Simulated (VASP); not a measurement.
Write the native input for VASP 6.6.1 that does the following.

| Quantity | Value |
| --- | --- |
| Task | single point |
| Functional | PBE |
| Potentials or basis | VASP PAW PBE potentials, release 64 (Hf_pv, B, N) |
| Cutoff | 600 eV |
| k mesh | 5 × 5 × 4 |
| Occupations | gaussian, width 0.2 eV |
| Spin | no spin polarisation |
| Dipole correction | no |
| Further INCAR settings | ALGO = Normal; EDIFF = 1e-06; NBANDS = 20 |

The structure of HfB3N lies in POSCAR:

```
HfB3N
1.0
    4.5955986399      0.0000000034      0.0000000000
   -2.2977993229      3.9799051661      0.0000000000
    0.0000000000      0.0000000000      4.1752840113
Hf B N
1 3 1
Direct
    0.0000000000      0.0000000000      0.5000000000
    0.5000000000      0.0000000000      0.5000000000
    0.0000000000      0.5000000000      0.5000000000
    0.5000000000      0.5000000000      0.5000000000
    0.0000000000      0.0000000000      0.0000000000
```

The cell was built from a structure type or drawn by symmetry, and may not be a known phase.

The input as run:

INCAR

```
ALGO     = Normal         # electronic algorithm
EDIFF    = 1E-6           # SCF threshold, eV
ENCUT    = 600            # plane-wave cutoff, eV
GGA      = PE             # functional
GGA_COMPAT= F            
ISIF     = 2              # what is computed and relaxed
ISMEAR   = 0              # smearing method
LASPH    = T              # aspherical terms in the spheres
LCHARG   = T              # write CHGCAR
LELF     = T              # ELF
LREAL    = F              # projectors in reciprocal space
LVHAR    = T            
LWAVE    = F              # write WAVECAR
NBANDS   = 20             # bands
NELM     = 120            # most SCF steps
PREC     = Accurate       # precision mode
SIGMA    = 0.2            # smearing width, eV
```

KPOINTS

```
k-points
0
Gamma
  5 5 4
```

Potentials or basis: VASP PAW PBE potentials, release 64 (Hf_pv, B, N).

Command:

```console
$ cat potpaw_PBE.64/Hf_pv/POTCAR potpaw_PBE.64/B/POTCAR potpaw_PBE.64/N/POTCAR > POTCAR
$ mpirun -np 1 vasp_std > vasp.out
```

Results of the run:

```yaml
Pressure: 0.9 GPa
Band_gap_on_the_k_mesh: zero (bands 12 and 13 overlap by 1.14 eV)
```

Caveat: the k points lie up to 0.38 Å⁻¹ apart, too coarse for converged energies and pressures of a metal; spin-orbit coupling is left out, which moves the levels of the heavy elements.

Run time: 40 s on 1 thread of Intel(R) Xeon(R) Platinum 8375C CPU @ 2.90GHz (Ice Lake), with other jobs on the host, peak memory 0.23 GiB.
